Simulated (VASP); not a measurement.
**NaMgI3: single point with r2SCAN**

Crystal: NaMgI3.

```xyz
5
Lattice="5.7594 0.0000 0.0000 0.0000 5.7594 0.0000 0.0000 0.0000 5.7594" Properties=species:S:1:pos:R:3 pbc="T T T"
Na    0.0000    0.0000    0.0000
Mg    2.8797    2.8797    2.8797
I     2.8797    2.8797    0.0000
I     2.8797    0.0000    2.8797
I     0.0000    2.8797    2.8797
```

This cell differs from its parent crystal: strain -0.5%.

| Item | Value |
| --- | --- |
| Program | VASP 6.6.1 |
| Task | single point |
| Functional | r2SCAN |
| Potentials or basis | VASP PAW PBE potentials, release 64 (Na_pv, Mg, I) |
| Cutoff | 520 eV |
| k mesh | 4 × 4 × 4 |
| Occupations | gaussian, width 0.01 eV |
| Spin | no spin polarisation |

```json
{
  "Pressure": "0.2 GPa",
  "Band gap on the k mesh": "1.79 eV (least direct gap 2.38 eV)"
}
```

Levels at points of the mesh, in eV from the valence-band top:
```csv
k point,band 13,band 14,band 15,band 16,band 17,band 18
"(0.00, 0.00, 0.00)",-0.58,-0.58,-0.58,1.79,3.15,5.87
"(0.50, 0.00, 0.00)",-1.15,-0.70,-0.70,3.97,4.46,5.19
"(0.50, 0.50, 0.00)",-1.38,-1.12,-0.02,4.64,5.71,5.71
"(0.50, 0.50, 0.50)",0.00,0.00,0.00,3.18,5.10,5.10
```

It took 110 s on 1 thread of Intel(R) Xeon(R) 6975P-C (Granite Rapids), on a shared host, peak memory 0.37 GiB.

Caveat: the cell differs from its parent crystal (strain -0.5%); the PAW data sets were made with another functional, which shifts forces and pressure a little; spin-orbit coupling is left out, which moves the levels of the heavy elements. A k mesh can miss the band edges.
